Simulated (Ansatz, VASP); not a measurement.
## RbBr in VASP and in Ansatz

Contents of POSCAR:

```
RbBr
1.0
    0.0000000000      3.4608318259      3.4608318259
    3.4608318259      0.0000000000      3.4608318259
    3.4608318259      3.4608318259      0.0000000000
Rb Br
1 1
Direct
    0.0000000000      0.0000000000      0.0000000000
    0.5000000000      0.5000000000      0.5000000000
```

File INCAR.step1:

```
ALGO = Normal
EDIFF = 1E-5
ENCUT = 520
GGA = PE
ISIF = 2
ISMEAR = 0
LASPH = T
LCHARG = F
LREAL = F
LWAVE = T
NBANDS = 15
NELM = 100
PREC = Accurate
SIGMA = 0.01
```

INCAR.step2

```
AEXX = 0.25
ALGO = Normal
EDIFF = 1E-6
ENCUT = 520
ISIF = 2
ISMEAR = 0
ISTART = 1
LASPH = T
LCHARG = F
LHFCALC = T
LMIXTAU = T
LREAL = F
LWAVE = F
METAGGA = R2SCAN
NBANDS = 15
NELM = 100
PREC = Accurate
PRECFOCK = Normal
SIGMA = 0.01
```

Contents of KPOINTS:

```
k-points
0
Gamma
  4 4 4
```

Input for Ansatz:

```yaml
crystal:
  lattice:
    - [0.0, 3.4608318259, 3.4608318259]
    - [3.4608318259, 0.0, 3.4608318259]
    - [3.4608318259, 3.4608318259, 0.0]
  atoms:
    - { symbol: Rb, position: [0.0, 0.0, 0.0] }
    - { symbol: Br, position: [0.5, 0.5, 0.5] }
kpoints:
  mp_grid: { grid: [4, 4, 4] }
  band_path:
    path:
      - [0.0, 0.0, 0.0]
      - [0.5, 0.0, 0.5]
      - [0.625, 0.25, 0.625]
      - [0.375, 0.375, 0.75]
      - [0.5, 0.5, 0.5]
      - [0.5, 0.25, 0.75]
    npoints: 1
hamiltonian:
  xc: r2scan0
scf:
  occupations: { method: fixed }
  n_extra_bands: 4
output:
  forces: true
  stress: true
  eigenvalues: true
```

Alike in both runs: task single point; functional r2SCAN0; k mesh 4 × 4 × 4; no spin polarisation.

```csv
,VASP,Ansatz
version,VASP 6.6.1,Ansatz 0.2.0
potentials or method,"VASP PAW PBE potentials, release 64 (Rb_sv, Br)","plane waves, PAW"
plane-wave cutoff (eV),520,500
occupations,"gaussian, width 0.01 eV",fixed
valence electrons in the cell,16,16
```

Ansatz gave:

```
gap on the k mesh at the Fermi level (eV) : 6.46
pressure (GPa)                            : -0.1
```

Question: What did VASP give for the same quantities?

Answer: gap on the k mesh at the Fermi level (eV): 6.48; pressure (GPa): -0.1.

VASP's potentials were made for PBE, not for r2SCAN0. Ansatz's warnings: stress exchange threshold loose, stress scf threshold loose.
